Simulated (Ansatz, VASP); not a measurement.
Two plane-wave programs on ZnO

The input INCAR:

```
PREC = Accurate ; ENCUT = 520
EDIFF = 1E-6 ; ISMEAR = 0
SIGMA = 0.05 ; LREAL = False
LASPH = True ; NELM = 80
ALGO = Normal ; ISIF = 2
LWAVE = False ; LCHARG = False
GGA = PE ; NBANDS = 26
```

The input KPOINTS:

```
regular mesh
0
Gamma
  12 12 6
```

The input POSCAR:

```
ZnO
1.0
    3.5418333468      0.0000000000      0.0000000000
   -1.7709166734      3.0673176543      0.0000000000
    0.0000000000      0.0000000000      4.8696800256
Zn O
2 2
Direct
    0.3333333333      0.6666666667      0.0015026881
    0.6666666667      0.3333333333      0.5015026881
    0.3333333333      0.6666666667      0.3805973119
    0.6666666667      0.3333333333      0.8805973119
```

Input for Ansatz:

```yaml
crystal:
  lattice:
    - [3.5418333468, 0.0, 0.0]
    - [-1.7709166734, 3.0673176543, 0.0]
    - [0.0, 0.0, 4.8696800256]
  atoms:
    - { symbol: Zn, position: [0.3333333333, 0.6666666667, 0.0015026881] }
    - { symbol: Zn, position: [0.6666666667, 0.3333333333, 0.5015026881] }
    - { symbol: O, position: [0.3333333333, 0.6666666667, 0.3805973119] }
    - { symbol: O, position: [0.6666666667, 0.3333333333, 0.8805973119] }
basis:
  ecutwfc: 420
kpoints:
  mp_grid: { grid: [12, 12, 6] }
hamiltonian:
  xc: pbe
scf:
  occupations: { method: gaussian, width: 0.05 }
output:
  forces: true
  stress: true
  eigenvalues: true
  write_density: true
  write_potential: true
  elf: true
  volumetric_format: npy
```

Change from the starting cell: strain +0.080 along x and y, -0.080 along z, atoms carried along.

Alike in both runs: task single point; functional PBE; k mesh 12 × 12 × 6; occupations gaussian, width 0.05 eV; no spin polarisation.

|  | VASP | Ansatz |
| --- | --- | --- |
| version | VASP 6.6.1 | Ansatz 0.2.0 |
| potentials or method | VASP PAW PBE potentials, release 64 (Zn, O), cutoff 520 eV | scalar-relativistic, plane waves, PAW |
| valence electrons in the cell | 36 | 36 |

```csv
,VASP,Ansatz,Ansatz less VASP
gap on the k mesh at the Fermi level (eV),0.64,0.66,+0.023
least direct gap on the mesh (eV),0.64,0.66,+0.023
pressure (GPa),-2.6,-3.4,-0.76
"traceless stress, the component that is largest in VASP (GPa)",20.28,19.43,-0.857
rms of the force components (eV/Å),0.957,0.894,-0.0631
```

Atom by atom the forces differ by 0.063 eV/Å (rms over components).
